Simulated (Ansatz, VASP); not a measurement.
B4Cl3 in VASP and in Ansatz

```
B Cl
1.0
     5.40941    0.00000    0.00000
    -2.70471    4.68469    0.00000
     0.00000    0.00000    5.09569
B Cl
4 3
Direct
  0.33333 0.66667 0.64952
  0.33333 0.66667 0.35048
  0.66667 0.33333 0.35048
  0.66667 0.33333 0.64952
  0.33333 0.66667 0.00000
  0.66667 0.33333 0.00000
  0.00000 0.00000 0.00000
```

Alike in both runs: functional PBE; k mesh 9 × 9 × 8; occupations gaussian, width 0.1 eV; no spin polarisation.

Ansatz relaxed the structure, and its values are those at the end. VASP's run is a single point on that final structure, the one shown.

```csv
,VASP,Ansatz
version,VASP 6.6.1,Ansatz 0.2.0
potentials or method,"VASP PAW PBE potentials, release 64 (B, Cl), cutoff 520 eV","scalar-relativistic, plane waves, PAW"
valence electrons in the cell,33,33
```

```tsv
	VASP	Ansatz	Ansatz less VASP
gap on the k mesh at the Fermi level (eV)	none	none	-
pressure (GPa)	-0.2	0.0	+0.17
rms of the force components (eV/Å)	0.007	0.003	-0.0037
```

A gap of «none» marks a metal or a gap that the smearing closes.
